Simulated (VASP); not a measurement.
# PbSe (Fm-3m) in VASP: further runs

The runs below take PbSe through single point, with PBEsol.

Program: VASP 6.6.1. These are calculated values, not measurements. Logs are shortened: lines on timing, memory, paths and dates and some standing lists are left out, and cuts for length are marked.

### 1 The cell of the first run

Symmetry: Fm-3m, No. 225, cubic system. The conventional cell has a = 6.020 Å, b = 6.020 Å, c = 6.020 Å, α = 90.00°, β = 90.00°, γ = 90.00°. Pb (site symmetry m-3m) has 6 Se at 3.01 Å within 4.0 Å. Within 4.0 Å of Se (site symmetry m-3m) lie 6 Pb at 3.01 Å.

### 2 Single point, PBEsol (27.28 Å³/atom)

INCAR reads:

```
SYSTEM = PbSe
PREC     = Accurate       ! precision mode
ENCUT    = 520            ! plane-wave cutoff, eV
EDIFF    = 1E-6           ! SCF threshold, eV
ISMEAR   = 0              ! smearing method
SIGMA    = 0.05           ! smearing width, eV
LREAL    = .False.        ! projectors in reciprocal space
LASPH    = .True.         ! aspherical terms in the spheres
NELM     = 100            ! most SCF steps
ALGO     = Normal         ! electronic algorithm
ISIF     = 2              ! what is computed and relaxed
LWAVE    = .False.        ! write WAVECAR
LCHARG   = .False.        ! write CHGCAR
GGA      = PS             ! functional
NBANDS   = 17             ! bands
```

KPOINTS reads:

```
regular mesh
0
Gamma
  10 10 10
  0 0 0
```

POSCAR reads:

```
PbSe
1.0
    0.0000000000      3.0102309267      3.0102309267
    3.0102309267      0.0000000000      3.0102309267
    3.0102309267      3.0102309267      0.0000000000
Pb Se
1 1
Direct
    0.5000000000      0.5000000000      0.5000000000
    0.0000000000      0.0000000000      0.0000000000
```

Potentials or basis: VASP PAW PBE potentials, release 64 (Pb_d, Se).

The run is started by

```
> cat potpaw_PBE.64/Pb_d/POTCAR potpaw_PBE.64/Se/POTCAR > POTCAR
> mpirun -np 1 vasp_std > vasp.out
```

OUTCAR:

```text
SYSTEM = PbSe
   PREC = Accurate
   ENCUT = 520
   EDIFF = 1E-6
   ISMEAR = 0
   LREAL = .False.
   LASPH = .True.
   NELM = 100
   ISIF = 2
   GGA = PS

 ion  position               nearest neighbor table
   1  0.500  0.500  0.500-   2 3.01   2 3.01   2 3.01   2 3.01   2 3.01   2 3.01
   2  0.000  0.000  0.000-   1 3.01   1 3.01   1 3.01   1 3.01   1 3.01   1 3.01

  LATTYP: Found a face centered cubic cell.
 ALAT       =     6.0204618534

  Lattice vectors:

 A1 = (   0.0000000000,   3.0102309267,   3.0102309267)
 A2 = (   3.0102309267,   0.0000000000,   3.0102309267)
 A3 = (   3.0102309267,   3.0102309267,   0.0000000000)

Analysis of symmetry for initial positions (statically):
=====================================================================
 Subroutine PRICEL returns:
 Original cell was already a primitive cell.

 Routine SETGRP: Setting up the symmetry group for a
 face centered cubic supercell.

 Subroutine GETGRP returns: Found 48 space group operations
 (whereof 48 operations were pure point group operations)
 out of a pool of 48 trial point group operations.

The static configuration has the point symmetry O_h .

Analysis of symmetry for dynamics (positions and initial velocities):
=====================================================================
 Subroutine PRICEL returns:
 Original cell was already a primitive cell.

 Routine SETGRP: Setting up the symmetry group for a
 face centered cubic supercell.

 Subroutine GETGRP returns: Found 48 space group operations
 (whereof 48 operations were pure point group operations)
 out of a pool of 48 trial point group operations.

The dynamic configuration has the point symmetry O_h .

 Subroutine INISYM returns: Found 48 space group operations
 (whereof 48 operations are pure point group operations),
 and found     1 'primitive' translations

----------------------------------------------------------------------------------------

                                     Primitive cell

  volume of cell :      54.5544

  direct lattice vectors                    reciprocal lattice vectors
     0.000000000  3.010230927  3.010230927    -0.166100214  0.166100214  0.166100214
     3.010230927  0.000000000  3.010230927     0.166100214 -0.166100214  0.166100214
     3.010230927  3.010230927  0.000000000     0.166100214  0.166100214 -0.166100214

  length of vectors
     4.257109402  4.257109402  4.257109402     0.287694009  0.287694009  0.287694009

  position of ions in fractional coordinates (direct lattice)
     0.500000000  0.500000000  0.500000000
     0.000000000  0.000000000  0.000000000

  ion indices of the primitive-cell ions
   primitive index   ion index
                 1           1
                 2           2

----------------------------------------------------------------------------------------

 KPOINTS: regular mesh

Automatic generation of k-mesh.
 Grid dimensions read from file:
 generate k-points for:   10   10   10

 Generating k-lattice:

  Cartesian coordinates                     Fractional coordinates (reciprocal lattice)
    -0.016610021  0.016610021  0.016610021     0.100000000  0.000000000  0.000000000
     0.016610021 -0.016610021  0.016610021     0.000000000  0.100000000  0.000000000
     0.016610021  0.016610021 -0.016610021     0.000000000  0.000000000  0.100000000

  Length of vectors
     0.028769401  0.028769401  0.028769401

  Shift w.r.t. Gamma in fractional coordinates (k-lattice)
     0.000000000  0.000000000  0.000000000

 Subroutine IBZKPT returns following result:
 ===========================================

 Found     47 irreducible k-points:

 Following reciprocal coordinates:
            Coordinates               Weight
  0.000000  0.000000  0.000000      1.000000
  0.100000  0.000000  0.000000      8.000000
  0.200000  0.000000  0.000000      8.000000
  0.300000  0.000000  0.000000      8.000000
  0.400000  0.000000  0.000000      8.000000
  0.500000  0.000000  0.000000      4.000000
[... 16 lines left out ...]
  0.300000  0.300000  0.000000      6.000000
  0.400000  0.300000  0.000000     24.000000
 [... further k-points ...]
   k-points           NKPTS =     47   k-points in BZ     NKDIM =     47   number of bands    NBANDS=     17
   number of dos      NEDOS =    301   number of ions     NIONS =      2
   total plane-waves  NPLWV =  32768
   dimension x,y,z NGX =    32 NGY =   32 NGZ =   32
   dimension x,y,z NGXF=    64 NGYF=   64 NGZF=   64
   ions per type =               1   1
   NGX,Y,Z   is equivalent  to a cutoff of  12.50, 12.50, 12.50 a.u.
   NGXF,Y,Z  is equivalent  to a cutoff of  24.99, 24.99, 24.99 a.u.
 SYSTEM =  PbSe
   PREC   = accura    normal or accurate (medium, high low for compatibility)
   ISTART =      0    job   : 0-new  1-cont  2-samecut
   ICHARG =      2    charge: 1-file 2-atom 10-const
   ISPIN  =      1    spin polarized calculation?
   LNONCOLLINEAR =      F non collinear calculations
   LSORBIT =      F    spin-orbit coupling
   LASPH  =      T    aspherical Exc in radial PAW
   ENCUT  =  520.0 eV  38.22 Ry    6.18 a.u.   7.92  7.92  7.92*2*pi/ulx,y,z
   NELM   =    100;   NELMIN=  2; NELMDL= -5     # of ELM steps
   EDIFF  = 0.1E-05   stopping-criterion for ELM
   LREAL  =      F    real-space projection
   EDIFFG = 0.1E-04   stopping-criterion for IOM
   NSW    =      0    number of steps for IOM
   IBRION =     -1    ionic relax: 0-MD 1-quasi-New 2-CG
   NFREE  =      0    steps in history (QN), initial steepest desc. (CG)
   ISIF   =      2    stress and relaxation
   ISYM   =      2    0-nonsym 1-usesym 2-fastsym
   POTIM  = 0.5000    time-step for ionic-motion
   TEBEG  =    0.0;   TEEND  =   0.0 temperature during run
   PSTRESS=    0.0 pullay stress
   NELECT =      20.0000    total number of electrons
   NUPDOWN=      -1.0000    fix difference up-down
   EMIN   =  10.00;   EMAX   =-10.00  energy-range for DOS
   EFERMI =   0.00;   METHOD = LEGACY
   ISMEAR =     0;   SIGMA  =   0.05  broadening in eV -4-tet -1-fermi 0-gaus
   EFERMI_NEDOS =   21; number of points for ismear=-14 and -15
   IALGO  =     38    algorithm
   IMIX   =      4    mixing-type and parameters
     AMIX     =   0.40;   BMIX     =  1.00
     AMIX_MAG =   1.60;   BMIX_MAG =  1.00
  volume/ion in A,a.u.               =      27.28       184.08
  Fermi-wavevector in a.u.,A,eV,Ry     =   1.171678  2.214151 18.678484  1.372830
  Thomas-Fermi vector in A             =   2.308118
   LORBIT       =      0    0 simple, 1 ext, 2 COOP (PROOUT), +10 PAW based schemes
   GGA     = PS    functional components
   LHFCALC =     F    Hartree Fock is set to
   AEXX    =    0.0000 exact exchange contribution
   IVDW    =     0    specifies the selected vdW correction
   LEPSILON=     F    determine dielectric tensor
   LRPA    =     F    only Hartree local field effects (RPA)
 non-spin polarized calculation
 Gauss-broadening in eV      SIGMA  =   0.05
  energy-cutoff  :      520.00
  volume of cell :       54.55
 maximum number of plane-waves:      1479
   NGX = 15   NGY = 15   NGZ = 15

 number of electron      20.0000004 magnetization

 Free energy of the ion-electron system (eV)
  ---------------------------------------------------
  ext. energy  EPLUGINS =         0.00000000
  ---------------------------------------------------
  free energy    TOTEN  =        -8.89956897 eV

  energy without entropy =       -8.89935549  energy(sigma->0) =       -8.89946223

 E-fermi :   5.6045     XC(G=0):  -9.9498

 val. band max:        5.5927668598   @ k =   0.5000   0.0000   0.0000
 cond. band min:       5.6163323418   @ k =   0.5000   0.0000   0.0000
 fundamental gap:      0.0235654820
 Fermi energy:         5.6045496008

 k-point     1 :       0.0000    0.0000    0.0000
  band No.  band energies     occupation
      1     -11.2963      2.00000
      2     -11.2963      2.00000
      3     -11.2951      2.00000
      4     -11.2951      2.00000
      5     -11.2951      2.00000
      6      -8.5026      2.00000
[... 9 lines left out ...]
     16      11.8808      0.00000
     17      13.3830      0.00000

 k-point     2 :       0.1000    0.0000    0.0000
  band No.  band energies     occupation
      1     -11.2992      2.00000
      2     -11.2992      2.00000
      3     -11.2947      2.00000
      4     -11.2914      2.00000
      5     -11.2914      2.00000
      6      -8.4188      2.00000
[... 9 lines left out ...]
     16      12.1256      0.00000
     17      14.3108      0.00000

 k-point     3 :       0.2000    0.0000    0.0000
  band No.  band energies     occupation
      1     -11.3070      2.00000
      2     -11.3070      2.00000
      3     -11.2940      2.00000
      4     -11.2812      2.00000
      5     -11.2812      2.00000
      6      -8.1788      2.00000
[... 9 lines left out ...]
     16      12.7241      0.00000
     17      15.9404      0.00000

 k-point     4 :       0.3000    0.0000    0.0000
  band No.  band energies     occupation
      1     -11.3168      2.00000
      2     -11.3168      2.00000
      3     -11.2933      2.00000
      4     -11.2684      2.00000
      5     -11.2684      2.00000
      6      -7.8261      2.00000
[... 9 lines left out ...]
     16      13.6281      0.00000
     17      17.4794      0.00000

 k-point     5 :       0.4000    0.0000    0.0000
  band No.  band energies     occupation
      1     -11.3247      2.00000
      2     -11.3247      2.00000
      3     -11.2930      2.00000
      4     -11.2581      2.00000
      5     -11.2581      2.00000
      6      -7.4667      2.00000
[... 9 lines left out ...]
     16      14.7732      0.00000
     17      16.7942      0.00000

 k-point     6 :       0.5000    0.0000    0.0000
  band No.  band energies     occupation
      1     -11.3277      2.00000
      2     -11.3277      2.00000
      3     -11.2930      2.00000
      4     -11.2541      2.00000
      5     -11.2541      2.00000
      6      -7.3005      2.00000
[... 9 lines left out ...]
     16      15.6340      0.00000
     17      15.7548      0.00000

 k-point     7 :       0.1000    0.1000    0.0000
  band No.  band energies     occupation
      1     -11.3045      2.00000
      2     -11.2973      2.00000
      3     -11.2941      2.00000
      4     -11.2901      2.00000
      5     -11.2901      2.00000
      6      -8.3896      2.00000
[... 9 lines left out ...]
     16      12.6227      0.00000
     17      14.3567      0.00000

 k-point     8 :       0.2000    0.1000    0.0000
  band No.  band energies     occupation
      1     -11.3156      2.00000
      2     -11.2978      2.00000
      3     -11.2974      2.00000
      4     -11.2837      2.00000
      5     -11.2799      2.00000
      6      -8.1983      2.00000
[... 9 lines left out ...]
     16      13.2865      0.00000
     17      15.2158      0.00000
[... 203 lines left out ...]
      1     -11.3738      2.00000
      2     -11.3073      2.00000
      3     -11.2916      2.00000
      4     -11.2642      2.00000
      5     -11.2506      2.00000
      6      -7.1556      2.00000
[... 9 lines left out ...]
     16      15.9858      0.00000
     17      16.5067      0.00000

 k-point    20 :      -0.4000    0.2000    0.0000
  band No.  band energies     occupation
      1     -11.3642      2.00000
      2     -11.3140      2.00000
      3     -11.2843      2.00000
      4     -11.2667      2.00000
      5     -11.2549      2.00000
      6      -7.1147      2.00000
[... 9 lines left out ...]
     16      14.7181      0.00000
     17      17.2485      0.00000

 k-point    21 :      -0.3000    0.2000    0.0000
  band No.  band energies     occupation
      1     -11.3463      2.00000
      2     -11.3169      2.00000
      3     -11.2841      2.00000
      4     -11.2673      2.00000
      5     -11.2645      2.00000
      6      -7.3465      2.00000
[... 9 lines left out ...]
     16      15.1456      0.00000
     17      16.3945      0.00000

 k-point    22 :      -0.2000    0.2000    0.0000
  band No.  band energies     occupation
      1     -11.3263      2.00000
      2     -11.3161      2.00000
      3     -11.2895      2.00000
      4     -11.2746      2.00000
      5     -11.2674      2.00000
      6      -7.6933      2.00000
[... 9 lines left out ...]
     16      15.0991      0.00000
     17      15.7151      0.00000

 k-point    23 :       0.3000    0.3000    0.0000
  band No.  band energies     occupation
      1     -11.3911      2.00000
      2     -11.3104      2.00000
      3     -11.2808      2.00000
      4     -11.2594      2.00000
      5     -11.2594      2.00000
      6      -7.5538      2.00000
[... 9 lines left out ...]
     16      15.5900      0.00000
     17      16.1087      0.00000

 k-point    24 :       0.4000    0.3000    0.0000
  band No.  band energies     occupation
      1     -11.4142      2.00000
      2     -11.3104      2.00000
      3     -11.2824      2.00000
      4     -11.2535      2.00000
      5     -11.2504      2.00000
      6      -7.2647      2.00000
[... 9 lines left out ...]
     16      16.3074      0.00000
     17      17.0505      0.00000

 [... further k-points ...]

------------------------ aborting loop because EDIFF is reached ----------------------------------------

  FORCE on cell =-STRESS in cart. coord.  units (eV):
  Direction    XX          YY          ZZ          XY          YZ          ZX
  --------------------------------------------------------------------------------------
  -------------------------------------------------------------------------------------
  Total        0.8061927      0.8061927      0.8061927      0.0000000      0.0000000      0.0000000
  in kB       23.6766363     23.6766363     23.6766363      0.0000000      0.0000000      0.0000000
  external PRESSURE =      23.6766363 kB  Pullay stress =       0.0000000 kB

 VOLUME and BASIS-vectors are now :
 -----------------------------------------------------------------------------
  energy-cutoff  :      520.00
  volume of cell :       54.55
      direct lattice vectors                 reciprocal lattice vectors
     0.000000000  3.010230927  3.010230927    -0.166100214  0.166100214  0.166100214
     3.010230927  0.000000000  3.010230927     0.166100214 -0.166100214  0.166100214
     3.010230927  3.010230927  0.000000000     0.166100214  0.166100214 -0.166100214

 POSITION                                       TOTAL-FORCE (eV/Angst)
 -----------------------------------------------------------------------------------
      3.01023      3.01023      3.01023        -0.000000     -0.000000      0.000000
      0.00000      0.00000      0.00000         0.000000      0.000000     -0.000000
 -----------------------------------------------------------------------------------
    total drift:                                0.000000     -0.000000      0.000000

  FREE ENERGIE OF THE ION-ELECTRON SYSTEM (eV)
  ---------------------------------------------------
  free  energy   TOTEN  =        -8.8995689702 eV

  energy  without entropy=       -8.8993554852  energy(sigma->0) =       -8.89946223
```

It took 95 s on 1 thread of Intel Xeon 8259CL, shared host; peak memory 0.17 GiB.

Results:

| Property | Result |
| --- | --- |
| Free energy | -8.8996 eV |
| Pressure | 2.4 GPa |
| Band gap on the k mesh | 0.02 eV |

Caveat: the PAW data sets were made with another functional, which shifts forces and pressure a little; spin-orbit coupling is left out, which moves the levels of the heavy elements. A k mesh can miss the band edges.

(Continued in part 2 of 3.)
